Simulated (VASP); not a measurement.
Ni3Ge:

```xyz
4
Lattice="3.3431 0.0000 0.0000 0.0000 3.3431 0.0000 0.0000 0.0000 3.3431" Properties=species:S:1:pos:R:3 pbc="T T T"
Ni    1.6716    0.0000    1.6716
Ni    0.0000    1.6716    1.6716
Ni    1.6716    1.6716    0.0000
Ge    0.0000    0.0000    0.0000
```

Base run:

* Program: VASP 6.6.1
* Functional: LDA
* Potentials or basis: VASP PAW LDA potentials, release 64 (Ni, Ge_d)
* Cutoff: 520 eV
* k mesh: 12 × 12 × 12
* Occupations: gaussian, width 0.15 eV
* Spin: collinear spin, ferromagnetic start
* Starting moments: [0.375, 0.375, 0.375, 0.0] μB
* Fixed moment: 1.125 μB

Its results: pressure 44.3 GPa; site moments Ni +0.36; Ge +0.02 μB.

The run is repeated on the same cell with these changes: fixed moment from 1.125 μB to 3 μB; moments at the start from [0.38, 0.38, 0.38, 0.0] to [1.0, 1.0, 1.0, 0.0]. What comes out?

Pressure 54.0 GPa; site moments Ni +0.90; Ge +0.20 μB.

Caveats: the cell stands under pressure; the total moment is fixed, so each spin has its own Fermi level and the state may be an excited one.
